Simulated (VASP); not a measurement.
# MgO (P1) in VASP: relaxation of cell and atoms with PBEsol

Aim: the relaxation of cell and atoms of MgO with PBEsol.

Program: VASP 6.6.1. These are calculated values, not measurements. Logs are shortened: lines on timing, memory, paths and dates and some standing lists are left out, and cuts for length are marked.

## (1) The cell of the first run

The typed cell holds 2 atoms: a = 2.980 Å, b = 2.980 Å, c = 2.980 Å, α = 60.00°, β = 60.00°, γ = 60.00°.

## (2) Relaxation of cell and atoms, PBEsol

File INCAR:

```
SYSTEM = MgO
ALGO = Normal
EDIFF = 1E-6
EDIFFG = -0.01
ENCUT = 600
GGA = PS
IBRION = 2
ISIF = 3
ISMEAR = 0
LASPH = .True.
LCHARG = .False.
LREAL = .False.
LWAVE = .False.
NELM = 100
NSW = 100
PREC = Accurate
SIGMA = 0.05
```

File KPOINTS:

```
k-points
0
Gamma
  10 10 10
  0 0 0
```

File POSCAR:

```
MgO
1.0
    0.0000000000      2.1071057207      2.1071057207
    2.1071057207      0.0000000000      2.1071057207
    2.1071057207      2.1071057207      0.0000000000
Mg O
1 1
Direct
   -0.0657145063     -0.0120963198     -0.0058025646
    0.5657145063      0.5120963198      0.5058025646
```

Potentials or basis: VASP PAW PBE potentials, release 64 (Mg, O).

Launch:

```sh
$ cat potpaw_PBE.64/Mg/POTCAR potpaw_PBE.64/O/POTCAR > POTCAR
$ mpirun -np 1 vasp_std > vasp.out
```

OUTCAR:

```text
SYSTEM = MgO
   EDIFF = 1E-6
   EDIFFG = -0.01
   ENCUT = 600
   GGA = PS
   IBRION = 2
   ISIF = 3
   ISMEAR = 0
   LASPH = .True.
   LREAL = .False.
   NELM = 100
   NSW = 100
   PREC = Accurate

 ion  position               nearest neighbor table
   1  0.934  0.988  0.994-   2 1.81   2 1.84   2 2.08   2 2.23   2 2.43   2 2.45
   2  0.566  0.512  0.506-   1 1.81   1 1.84   1 2.08   1 2.23   1 2.43   1 2.45

  LATTYP: Found a face centered cubic cell.
 ALAT       =     4.2142114414

  Lattice vectors:

 A1 = (   0.0000000000,   2.1071057207,   2.1071057207)
 A2 = (   2.1071057207,   0.0000000000,   2.1071057207)
 A3 = (   2.1071057207,   2.1071057207,   0.0000000000)

Analysis of symmetry for initial positions (statically):
=====================================================================
 Subroutine PRICEL returns:
 Original cell was already a primitive cell.

 Routine SETGRP: Setting up the symmetry group for a
 face centered cubic supercell.

 Subroutine GETGRP returns: Found  1 space group operations
 (whereof  1 operations were pure point group operations)
 out of a pool of 48 trial point group operations.

The static configuration has the point symmetry C_1 .

Analysis of symmetry for dynamics (positions and initial velocities):
=====================================================================
 Subroutine PRICEL returns:
 Original cell was already a primitive cell.

 Routine SETGRP: Setting up the symmetry group for a
 face centered cubic supercell.

 Subroutine GETGRP returns: Found  1 space group operations
 (whereof  1 operations were pure point group operations)
 out of a pool of 48 trial point group operations.

The dynamic configuration has the point symmetry C_1 .

 Subroutine INISYM returns: Found  1 space group operations
 (whereof  1 operations are pure point group operations),
 and found     1 'primitive' translations

----------------------------------------------------------------------------------------

                                     Primitive cell

  volume of cell :      18.7107

  direct lattice vectors                    reciprocal lattice vectors
     0.000000000  2.107105721  2.107105721    -0.237292318  0.237292318  0.237292318
     2.107105721  0.000000000  2.107105721     0.237292318 -0.237292318  0.237292318
     2.107105721  2.107105721  0.000000000     0.237292318  0.237292318 -0.237292318

  length of vectors
     2.979897488  2.979897488  2.979897488     0.411002350  0.411002350  0.411002350

  position of ions in fractional coordinates (direct lattice)
     0.934285494  0.987903680  0.994197435
     0.565714506  0.512096320  0.505802565

  ion indices of the primitive-cell ions
   primitive index   ion index
                 1           1
                 2           2

----------------------------------------------------------------------------------------

 KPOINTS: k-points

Automatic generation of k-mesh.
 Grid dimensions read from file:
 generate k-points for:   10   10   10

 Generating k-lattice:

  Cartesian coordinates                     Fractional coordinates (reciprocal lattice)
    -0.023729232  0.023729232  0.023729232     0.100000000  0.000000000  0.000000000
     0.023729232 -0.023729232  0.023729232     0.000000000  0.100000000  0.000000000
     0.023729232  0.023729232 -0.023729232     0.000000000  0.000000000  0.100000000

  Length of vectors
     0.041100235  0.041100235  0.041100235

  Shift w.r.t. Gamma in fractional coordinates (k-lattice)
     0.000000000  0.000000000  0.000000000

 Subroutine IBZKPT returns following result:
 ===========================================

 Found    504 irreducible k-points:

 Following reciprocal coordinates:
            Coordinates               Weight
  0.000000  0.000000  0.000000      1.000000
  0.100000  0.000000  0.000000      2.000000
  0.000000  0.100000  0.000000      2.000000
  0.000000  0.000000  0.100000      2.000000
  0.100000  0.100000  0.100000      2.000000
  0.200000  0.000000  0.000000      2.000000
[... 16 lines left out ...]
  0.000000  0.100000  0.100000      2.000000
  0.100000  0.000000  0.100000      2.000000
 [... further k-points ...]
   k-points           NKPTS =    504   k-points in BZ     NKDIM =    504   number of bands    NBANDS=      8
   number of dos      NEDOS =    301   number of ions     NIONS =      2
   total plane-waves  NPLWV =  13824
   dimension x,y,z NGX =    24 NGY =   24 NGZ =   24
   dimension x,y,z NGXF=    48 NGYF=   48 NGZF=   48
   ions per type =               1   1
   NGX,Y,Z   is equivalent  to a cutoff of  13.39, 13.39, 13.39 a.u.
   NGXF,Y,Z  is equivalent  to a cutoff of  26.78, 26.78, 26.78 a.u.
 SYSTEM =  MgO
   PREC   = accura    normal or accurate (medium, high low for compatibility)
   ISTART =      0    job   : 0-new  1-cont  2-samecut
   ICHARG =      2    charge: 1-file 2-atom 10-const
   ISPIN  =      1    spin polarized calculation?
   LNONCOLLINEAR =      F non collinear calculations
   LSORBIT =      F    spin-orbit coupling
   LASPH  =      T    aspherical Exc in radial PAW
   ENCUT  =  600.0 eV  44.10 Ry    6.64 a.u.   5.95  5.95  5.95*2*pi/ulx,y,z
   NELM   =    100;   NELMIN=  2; NELMDL= -5     # of ELM steps
   EDIFF  = 0.1E-05   stopping-criterion for ELM
   LREAL  =      F    real-space projection
   EDIFFG = -.1E-01   stopping-criterion for IOM
   NSW    =    100    number of steps for IOM
   IBRION =      2    ionic relax: 0-MD 1-quasi-New 2-CG
   NFREE  =      1    steps in history (QN), initial steepest desc. (CG)
   ISIF   =      3    stress and relaxation
   ISYM   =      2    0-nonsym 1-usesym 2-fastsym
   POTIM  = 0.5000    time-step for ionic-motion
   TEBEG  =    0.0;   TEEND  =   0.0 temperature during run
   PSTRESS=    0.0 pullay stress
   NELECT =       8.0000    total number of electrons
   NUPDOWN=      -1.0000    fix difference up-down
   EMIN   =  10.00;   EMAX   =-10.00  energy-range for DOS
   EFERMI =   0.00;   METHOD = LEGACY
   ISMEAR =     0;   SIGMA  =   0.05  broadening in eV -4-tet -1-fermi 0-gaus
   EFERMI_NEDOS =   21; number of points for ismear=-14 and -15
   IALGO  =     38    algorithm
   IMIX   =      4    mixing-type and parameters
     AMIX     =   0.40;   BMIX     =  1.00
     AMIX_MAG =   1.60;   BMIX_MAG =  1.00
  volume/ion in A,a.u.               =       9.36        63.13
  Fermi-wavevector in a.u.,A,eV,Ry     =   1.233318  2.330634 20.695468  1.521074
  Thomas-Fermi vector in A             =   2.368053
   LORBIT       =      0    0 simple, 1 ext, 2 COOP (PROOUT), +10 PAW based schemes
   GGA     = PS    functional components
   LHFCALC =     F    Hartree Fock is set to
   AEXX    =    0.0000 exact exchange contribution
   IVDW    =     0    specifies the selected vdW correction
   LEPSILON=     F    determine dielectric tensor
   LRPA    =     F    only Hartree local field effects (RPA)
 conjugate gradient relaxation of ions
 non-spin polarized calculation
 Gauss-broadening in eV      SIGMA  =   0.05
  energy-cutoff  :      600.00
  volume of cell :       18.71
 maximum number of plane-waves:       636
   NGX = 11   NGY = 11   NGZ = 11

--------------------------------------- Ionic step        1  -------------------------------------------

 number of electron       8.0000000 magnetization

 Free energy of the ion-electron system (eV)
  ---------------------------------------------------
  ext. energy  EPLUGINS =         0.00000000
  ---------------------------------------------------
  free energy    TOTEN  =       -11.90292853 eV

  energy without entropy =      -11.90292853  energy(sigma->0) =      -11.90292853

------------------------ aborting loop because EDIFF is reached ----------------------------------------

  FORCE on cell =-STRESS in cart. coord.  units (eV):
  Direction    XX          YY          ZZ          XY          YZ          ZX
  --------------------------------------------------------------------------------------
  -------------------------------------------------------------------------------------
  Total       -0.3395546      3.0976159      3.9286182     -0.1464048     -1.1755437     -0.1869747
  in kB      -29.0757660    265.2461983    336.4042143    -12.5365198   -100.6608011    -16.0104879
  external PRESSURE =     190.8582155 kB  Pullay stress =       0.0000000 kB
[... 89 lines left out ...]
  FREE ENERGIE OF THE ION-ELECTRON SYSTEM (eV)
  ---------------------------------------------------
  free  energy   TOTEN  =       -12.3076588795 eV

  energy  without entropy=      -12.3076588795  energy(sigma->0) =      -12.30765888

[... ionic steps 4 to 9 ...]

--------------------------------------- Ionic step       10  -------------------------------------------

 number of electron       8.0000004 magnetization

------------------------ aborting loop because EDIFF is reached ----------------------------------------

  FORCE on cell =-STRESS in cart. coord.  units (eV):
  Direction    XX          YY          ZZ          XY          YZ          ZX
  --------------------------------------------------------------------------------------
  -------------------------------------------------------------------------------------
  Total        0.0377720     -0.0180953     -0.0079597      0.0011991      0.0103244      0.0007133
  in kB        3.2495564     -1.5567554     -0.6847782      0.1031630      0.8882132      0.0613673
  external PRESSURE =       0.3360076 kB  Pullay stress =       0.0000000 kB
[... 57 lines left out ...]
  energy  without entropy=      -12.5155920015  energy(sigma->0) =      -12.51559200

--------------------------------------- Ionic step       12  -------------------------------------------

 number of electron       8.0000005 magnetization

 Free energy of the ion-electron system (eV)
  ---------------------------------------------------
  ext. energy  EPLUGINS =         0.00000000
  ---------------------------------------------------
  free energy    TOTEN  =       -12.51563365 eV

  energy without entropy =      -12.51563365  energy(sigma->0) =      -12.51563365

 E-fermi :   3.3997     XC(G=0): -11.3242

 val. band max:        3.0885625413   @ k =   0.0000   0.0000   0.0000
 cond. band min:       7.7517871977   @ k =   0.0000   0.0000   0.0000
 fundamental gap:      4.6632246563
 Fermi energy:         3.3997189091

 k-point     1 :       0.0000    0.0000    0.0000
  band No.  band energies     occupation
      1     -14.1327      2.00000
      2       3.0868      2.00000
      3       3.0874      2.00000
      4       3.0886      2.00000
      5       7.7518      0.00000
      6      18.7344      0.00000
      7      18.7390      0.00000
      8      18.7412      0.00000
[... 243 lines left out ...]
 k-point    24 :       0.1000    0.0000    0.1000
  band No.  band energies     occupation
      1     -13.9895      2.00000
      2       2.3553      2.00000
      3       2.9313      2.00000
      4       2.9315      2.00000
      5       8.5902      0.00000
      6      17.0952      0.00000
      7      19.0867      0.00000
      8      19.0872      0.00000

 [... further k-points ...]

------------------------ aborting loop because EDIFF is reached ----------------------------------------

  FORCE on cell =-STRESS in cart. coord.  units (eV):
  Direction    XX          YY          ZZ          XY          YZ          ZX
  --------------------------------------------------------------------------------------
  -------------------------------------------------------------------------------------
  Total        0.0002018     -0.0037967     -0.0013315     -0.0003536      0.0038451      0.0000234
  in kB        0.0173600     -0.3265688     -0.1145261     -0.0304110      0.3307334      0.0020091
  external PRESSURE =      -0.1412449 kB  Pullay stress =       0.0000000 kB
[... 17 lines left out ...]
  FREE ENERGIE OF THE ION-ELECTRON SYSTEM (eV)
  ---------------------------------------------------
  free  energy   TOTEN  =       -12.5156336545 eV

  energy  without entropy=      -12.5156336545  energy(sigma->0) =      -12.51563365

 reached required accuracy - stopping structural energy minimisation
```

Run time: 4.6 min. Hardware: 1 thread of Intel Xeon Platinum 8259CL at 2.50GHz (Skylake/Cascade Lake), shared host; peak memory 0.24 GiB.

Results:

- Free energy: -12.5156 eV
- Relaxed volume: 9.31 Å³/atom
- Relaxed cell: a = 2.975 Å, b = 2.975 Å, c = 2.976 Å, α = 60.01°, β = 60.00°, γ = 60.00°
- Space group after relaxing (to 0.1 Å): Fm-3m (No. 225)
- Energy gained by relaxing: 306.4 meV/atom
- Ionic steps: 12
- Pressure after relaxing: 0.0 GPa
- Largest force after relaxing: 0.005 eV/Å
- Band gap on the k mesh: 4.66 eV

Forces in eV/Å, atoms in the order of the input:
```
Mg   0.003 -0.003  0.002
O   -0.003  0.003 -0.002
```

Step by step:
| step | energy change (eV) | largest force (eV/Å) | pressure (GPa) | volume (Å³) |
| --- | --- | --- | --- | --- |
| 1 | 0.0000 | 2.9966 | 19.09 | 18.71 |
| 2 | -0.3299 | 0.4434 | -15.07 | 21.82 |
| 3 | -0.4047 | 0.7410 | -8.05 | 20.61 |
| 4 | -0.5073 | 0.6112 | -3.13 | 19.50 |
| 5 | -0.5431 | 0.3732 | 4.14 | 18.47 |
| 6 | -0.5975 | 0.2312 | 3.26 | 18.32 |
| 7 | -0.5983 | 0.2682 | 3.39 | 18.29 |
| 8 | -0.6106 | 0.0399 | -1.96 | 18.86 |
| 9 | -0.6109 | 0.0607 | -1.31 | 18.79 |
| 10 | -0.6126 | 0.0149 | 0.03 | 18.62 |
| 11 | -0.6127 | 0.0123 | 0.16 | 18.61 |
| 12 | -0.6127 | 0.0049 | -0.01 | 18.63 |

Final structure:
```xyz
2
Lattice="0.0003 2.1039 2.1037 2.1040 -0.0003 2.1037 2.1039 2.1041 -0.0004" Properties=species:S:1:pos:R:3 pbc="T T T"
Mg    2.1037    0.0000    2.1035
O     2.1044    2.1035    2.1037
```

Levels at points of the mesh, in eV from the valence-band top:
```csv
k point,band 1,band 2,band 3,band 4,band 5,band 6,band 7,band 8
"(0.00, 0.00, 0.00)",-17.22,0.00,0.00,0.00,4.66,15.65,15.65,15.65
"(0.50, 0.00, 0.00)",-15.90,-4.69,-0.67,-0.67,7.76,12.54,16.20,16.21
"(0.00, 0.50, 0.00)",-15.90,-4.69,-0.67,-0.67,7.76,12.53,16.21,16.21
"(0.00, 0.00, 0.50)",-15.90,-4.69,-0.67,-0.67,7.76,12.53,16.21,16.21
"(0.50, 0.50, 0.50)",-15.90,-4.69,-0.67,-0.67,7.76,12.54,16.20,16.21
"(0.50, 0.50, 0.00)",-15.63,-4.16,-1.37,-1.37,8.93,9.91,13.00,18.88
"(0.00, 0.50, 0.50)",-15.63,-4.16,-1.37,-1.37,8.92,9.91,13.00,18.88
"(0.50, 0.00, 0.50)",-15.63,-4.16,-1.37,-1.37,8.93,9.91,13.00,18.89
```

Caveat: the PAW data sets were made with another functional, which shifts forces and pressure a little.
